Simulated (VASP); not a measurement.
Write the native input for VASP 6.6.1 that does the following.

| Quantity | Value |
| --- | --- |
| Task | relaxation of cell and atoms |
| Functional | PBE |
| Potentials or basis | VASP PAW PBE potentials, release 64 (Ta_pv, Si) |
| Cutoff | 600 eV |
| k mesh | 6 × 6 × 4 |
| Occupations | gaussian, width 0.1 eV |
| Spin | no spin polarisation |
| Dipole correction | no |
| Further INCAR settings | ALGO = Normal; EDIFF = 1e-06; IBRION = 2; EDIFFG = -0.04; NSW = 90; ISIF = 3 |

The structure of Ta5Si lies in POSCAR:

```
Ta5Si
1.0
    4.7272711147      0.0000000000      0.0000000000
   -2.3636355574      4.0939368759      0.0000000000
    0.0000000000      0.0000000000      5.5034961648
Ta Si
5 1
Direct
    0.3333333333      0.6666666667      0.2572450869
    0.3333333333      0.6666666667      0.7427549131
    0.6666666667      0.3333333333      0.7427549131
    0.6666666667      0.3333333333      0.2572450869
    0.0000000000      0.0000000000      0.5000000000
    0.0000000000      0.0000000000      0.0000000000
```

The cell was built from a structure type or drawn by symmetry, and may not be a known phase.

These files were run (other wordings do the same):

INCAR

```
SYSTEM = Ta5Si
PREC = Accurate ; ENCUT = 600
EDIFF = 1E-6 ; ISMEAR = 0
SIGMA = 0.1 ; LREAL = .FALSE.
LASPH = .TRUE. ; NELM = 80
ALGO = Normal ; ISIF = 3
LWAVE = .FALSE. ; LCHARG = .FALSE.
GGA = PE ; IBRION = 2
NSW = 90 ; EDIFFG = -0.04
```

KPOINTS

```
regular mesh
0
G
  6 6 4
  0 0 0
```

Potentials or basis: VASP PAW PBE potentials, release 64 (Ta_pv, Si).

Launch:

```bash
$ cat potpaw_PBE.64/Ta_pv/POTCAR potpaw_PBE.64/Si/POTCAR > POTCAR
$ mpirun -np 1 vasp_std > vasp.out
```

It gave:

```yaml
Relaxed_volume: 17.70 Å³/atom
Relaxed_cell: a = 4.748 Å, b = 4.748 Å, c = 5.440 Å, α = 90.00°, β = 90.00°, γ = 120.00°
Space_group_after_relaxing_to_0.1_Å: P6/mmm (No. 191)
Energy_gained_by_relaxing: 3.6 meV/atom
Ionic_steps: 5
Pressure_after_relaxing: -0.1 GPa
Largest_force_after_relaxing: 0.022 eV/Å
Band_gap_on_the_k_mesh: zero (an odd number of electrons rules out a gap without spin polarisation)
```

Caveat: spin-orbit coupling is left out, which moves the levels of the heavy elements.

It took 11 min on 1 thread of Intel Xeon 8259CL, with other jobs on the host, peak memory 0.32 GiB.
